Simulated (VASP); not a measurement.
Set up this calculation in VASP 6.6.1, as the native input.

| Quantity | Value |
| --- | --- |
| Task | single point |
| Functional | PBE |
| Potentials or basis | VASP PAW PBE potentials, release 64 (O) |
| Cutoff | 520 eV |
| k mesh | 1 × 1 × 1 |
| Occupations | fermi-dirac, width 0.02 eV |
| Spin | collinear spin, ferromagnetic start |
| Starting moments | [0.56, 0.56, 0.56, 0.56, 0.56, 0.56, 0.56, 0.56, 0.56, 0.56, 0.56, 0.56] μB |
| Dipole correction | no |
| Further INCAR settings | ALGO = Normal; EDIFF = 1e-07; NBANDS = 52 |

The structure of O lies in POSCAR:

```
O
1.0
    7.1569970000      0.0000000000      0.0000000000
    0.0000000000      7.1569970000      0.0000000000
    0.0000000000      0.0000000000      7.1569970000
O
12
Direct
    0.0530809221      0.6975411615      0.5032417926
    0.1693168238      0.7714548434      0.4079923465
    0.7390529855      0.0228447769      0.4895069818
    0.7672631412      0.1907643667      0.5150484204
    0.2750315530      0.5546739785      0.0658236967
    0.2082996542      0.6842394932     -0.0196870280
    0.5664386893      0.6308511796      0.7441109728
    0.5067209054      0.5121561459      0.6402266202
    0.2100322244      0.1771553069      0.7165156000
    0.2439011781      0.0762051458      0.8514185489
    0.8089146887      0.8948585559      0.1421685660
    0.7638958071      0.9164737669     -0.0183177386
```

The input as run:

INCAR

```
SYSTEM = O
PREC = Accurate ; ENCUT = 520
EDIFF = 1E-7 ; ISMEAR = -1
SIGMA = 0.02 ; LREAL = .FALSE.
LASPH = .TRUE. ; NELM = 150
ALGO = Normal ; ISIF = 2
LWAVE = .FALSE. ; LCHARG = .TRUE.
ISPIN = 2 ; MAGMOM = 0.56 0.56 0.56 0.56 0.56 0.56 0.56 0.56 0.56 0.56 0.56 0.56
LORBIT = 11 ; GGA = PE
LELF = .TRUE. ; LVHAR = .TRUE.
NBANDS = 52
```

KPOINTS

```
Automatic mesh
0
G
  1 1 1
  0 0 0
```

Potentials or basis: VASP PAW PBE potentials, release 64 (O).

Run with:

```sh
$ cat potpaw_PBE.64/O/POTCAR > POTCAR
$ mpirun -np 1 vasp_gam > vasp.out
```

It gave:

The pressure is 1.7 GPa and the largest force is 2.837 eV/Å. The band gap on the k mesh is 1.85 eV and the net moment is 12.00 μB per cell. The site moments are O +0.81, +0.80 μB and the valence electrons inside the program's atomic spheres are O 4.94, 4.89, 4.92, 4.93.

Caveat: the k points lie up to 0.88 Å⁻¹ apart; the standard files for N, O and F lose accuracy on very short bonds.

It took 95 s on 1 thread of Intel(R) Xeon(R) Platinum 8259CL CPU @ 2.50GHz (Skylake/Cascade Lake), with other jobs on the host, peak memory 0.47 GiB.
